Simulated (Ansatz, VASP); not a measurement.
Two plane-wave programs on Sb

The input INCAR:

```
SYSTEM = Sb
  PREC = Accurate
  ENCUT = 520
  EDIFF = 1E-8
  ISMEAR = -1
  SIGMA = 0.03
  LREAL = .FALSE.
  LASPH = .TRUE.
  NELM = 100
  ALGO = Normal
  ISIF = 2
  LWAVE = .FALSE.
  LCHARG = .FALSE.
  GGA = CA
  LEFG = .TRUE.
  NBANDS = 12
```

Contents of KPOINTS:

```
regular mesh
0
G
  12 12 12
  0 0 0
```

POSCAR

```
Sb
1.0
    2.2004568288      1.3005956839      3.7779225001
   -2.1007438352      1.2575836773      3.7349104935
    0.0126070064     -2.4458593611      3.7191670064
Sb
2
Direct
    0.2336400000      0.2336400000      0.2336400000
    0.7663600000      0.7663600000      0.7663600000
```

Input for Ansatz:

```yaml
crystal:
  lattice:
    - [2.2004568288, 1.3005956839, 3.7779225001]
    - [-2.1007438352, 1.2575836773, 3.7349104935]
    - [0.0126070064, -2.4458593611, 3.7191670064]
  atoms:
    - { symbol: Sb, position: [0.23364, 0.23364, 0.23364] }
    - { symbol: Sb, position: [0.76636, 0.76636, 0.76636] }
kpoints:
  mp_grid: { grid: [12, 12, 12] }
scf:
  occupations: { method: fermi_dirac, width: 0.03 }
hamiltonian:
  xc: lda
  pseudopotentials: { kind: paw }
output:
  forces: true
  stress: true
  eigenvalues: true
  efg: { contact_densities: true }
```

Change from the starting cell: equal xy, yz and zx shear strains of +2 %, PAW files.

Alike in both runs: task electric field gradients; functional LDA; k mesh 12 × 12 × 12; occupations fermi-dirac, width 0.03 eV; no spin polarisation.

|  | VASP | Ansatz |
| --- | --- | --- |
| version | VASP 6.6.1 | Ansatz 0.2.0 |
| potentials or method | VASP PAW LDA potentials, release 64 (Sb) | PAW with Ansatz's default frozen-core files, scalar-relativistic |
| plane-wave cutoff (eV) | 520 | 420 |
| valence electrons in the cell | 10 | 30 |

```csv
,VASP,Ansatz,Ansatz less VASP
pressure (GPa),-0.5,-0.8,-0.28
"traceless stress, the component that is largest in VASP (GPa)",-1.17,-1.16,+0.011
rms of the force components (eV/Å),0.105,0.076,-0.0288
size of Vzz on the site where it differs most (V/Å²),46.0,49.2,+3.22
```

LDA's correlation is that of Perdew and Zunger in VASP and of Perdew and Wang (1992) in Ansatz. Atom by atom the forces differ by 0.040 eV/Å (rms over components). VASP's potentials hold 10 valence electrons a cell and Ansatz's 30, so a difference there can come from the potentials and not from the codes.

Spin-orbit coupling is off throughout.
